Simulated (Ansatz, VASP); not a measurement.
# Co2Si in VASP and in Ansatz

```xyz
9
Lattice="4.2935 0.0000 0.0000 -2.1468 3.7183 0.0000 0.0000 0.0000 6.1629" Properties=species:S:1:pos:R:3 pbc="T T T"
Co    0.0000    1.2927    0.0000
Co    3.1740    0.6464    4.1086
Co    1.0272    3.0719    2.0543
Co    2.1468    2.4256    0.0000
Co   -1.0272    3.0719    4.1086
Co    1.1195    0.6464    2.0543
Si    2.1468    0.0000    0.0000
Si    1.0734    1.8592    4.1086
Si   -1.0734    1.8592    2.0543
```

Alike in both runs: functional PBE; k mesh 12 × 12 × 6; occupations gaussian, width 0.1 eV; collinear spin.

Ansatz relaxed the structure, and its values are those at the end. VASP's run is a single point on that final structure, the one shown.

```csv
,VASP,Ansatz
version,VASP 6.6.1,Ansatz 0.2.0
potentials or method,"VASP PAW PBE potentials, release 64 (Co, Si), cutoff 520 eV","scalar-relativistic, plane waves, PAW"
valence electrons in the cell,66,114
```

```csv
,VASP,Ansatz,Ansatz less VASP
gap on the k mesh at the Fermi level (eV),none,none,-
pressure (GPa),-0.3,0.0,+0.35
net moment per atom (μB),0.59,0.60,+0.012
size of the moment on the site where the two differ most (μB),0.93,0.96,+0.032
```

Site moments also hang on the region over which each program counts them. A gap of «none» marks a metal or a gap that the smearing closes. VASP's potentials hold 66 valence electrons a cell and Ansatz's 114, so a difference there can come from the potentials and not from the codes.
